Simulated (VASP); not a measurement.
Write the native input for VASP 6.6.1 that does the following.

- Task: single point
- Functional: r2SCAN
- Potentials or basis: VASP PAW PBE potentials, release 64 (Cs_sv)
- Cutoff: 520 eV
- k mesh: 8 × 8 × 4
- Occupations: fermi-dirac, width 0.1 eV
- Spin: no spin polarisation
- Dipole correction: no
- Further INCAR settings: ALGO = Normal; EDIFF = 1e-06; NBANDS = 16

Crystal: Cs.

```xyz
2
Lattice="5.3507 0.0000 0.0000 -2.6753 4.6338 0.0000 0.0000 0.0000 8.8090" Properties=species:S:1:pos:R:3 pbc="T T T"
Cs    0.0000    3.0892    2.2023
Cs    2.6753    1.5446    6.6068
```

This isn't the form of Cs at room conditions, which is bcc.

One way to write it, as run:

POSCAR

```
Cs
1.0
    5.3506869496      0.0000000000      0.0000000000
   -2.6753434748      4.6338308261      0.0000000000
    0.0000000000      0.0000000000      8.8090432782
Cs
2
Direct
    0.3333333333      0.6666666667      0.2500000000
    0.6666666667      0.3333333333      0.7500000000
```

INCAR.step1

```
PREC = Accurate ; ENCUT = 520
ISMEAR = -1 ; SIGMA = 0.1
LREAL = F ; LASPH = T
NELM = 60 ; NBANDS = 16
GGA = PE ; ALGO = Normal
EDIFF = 1E-4 ; LWAVE = T
LCHARG = F
```

INCAR.step2

```
PREC = Accurate ; ENCUT = 520
EDIFF = 1E-6 ; ISMEAR = -1
SIGMA = 0.1 ; LREAL = F
LASPH = T ; NELM = 60
ALGO = Normal ; ISIF = 2
LWAVE = F ; LCHARG = F
METAGGA = R2SCAN ; LMIXTAU = T
NBANDS = 16 ; ISTART = 1
```

KPOINTS

```
regular mesh
0
Gamma
  8 8 4
```

Potentials or basis: VASP PAW PBE potentials, release 64 (Cs_sv).

The run is started by

```sh
$ cat potpaw_PBE.64/Cs_sv/POTCAR > POTCAR
$ cp INCAR.step1 INCAR
$ mpirun -np 1 vasp_std > vasp.out
$ cp INCAR.step2 INCAR
$ mpirun -np 1 vasp_std > vasp.out
```

Results of the run:

The pressure is 0.3 GPa and the band gap on the k mesh is zero (bands 9 and 10 overlap by 1.75 eV).

Caveat: the PAW data sets were made with another functional, which shifts forces and pressure a little; spin-orbit coupling is left out, which moves the levels of the heavy elements.

It took 11 min on 1 thread of Oxide Virtual Turin-like Processor, on a shared host, peak memory 0.36 GiB.
